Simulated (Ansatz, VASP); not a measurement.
**Two plane-wave programs on TaAs**

```xyz
4
Lattice="-1.7702 1.7702 5.9448 1.7702 -1.7702 5.9448 1.7702 1.7702 -5.9448" Properties=species:S:1:pos:R:3 pbc="T T T"
Ta    1.7702    0.0000    6.0052
Ta    0.0000    0.0000    8.9776
As    1.7702    0.0000    0.9217
As    0.0000    0.0000    3.8941
```

Alike in both runs: task single point; functional PBE; k mesh 18 × 18 × 18; occupations gaussian, width 0.1 eV; no spin polarisation.

|  | VASP | Ansatz |
| --- | --- | --- |
| version | VASP 6.6.1 | Ansatz 0.2.0 |
| potentials or method | VASP PAW PBE potentials, release 64 (Ta_pv, As), cutoff 520 eV | scalar-relativistic, plane waves, PAW |
| valence electrons in the cell | 32 | 56 |

```csv
,VASP,Ansatz,Ansatz less VASP
gap on the k mesh at the Fermi level (eV),none,none,-
pressure (GPa),-8.5,-8.8,-0.30
"traceless stress, the component that is largest in VASP (GPa)",-1.00,-0.91,+0.087
rms of the force components (eV/Å),0.573,0.572,-0.0010
```

Atom by atom the forces differ by 0.001 eV/Å (rms over components). A gap of «none» marks a metal or a gap that the smearing closes. With one functional, cell and mesh, what is left measures potentials, basis and numerics. VASP's potentials hold 32 valence electrons a cell and Ansatz's 56, so a difference there can come from the potentials and not from the codes.

Spin-orbit coupling is off throughout.
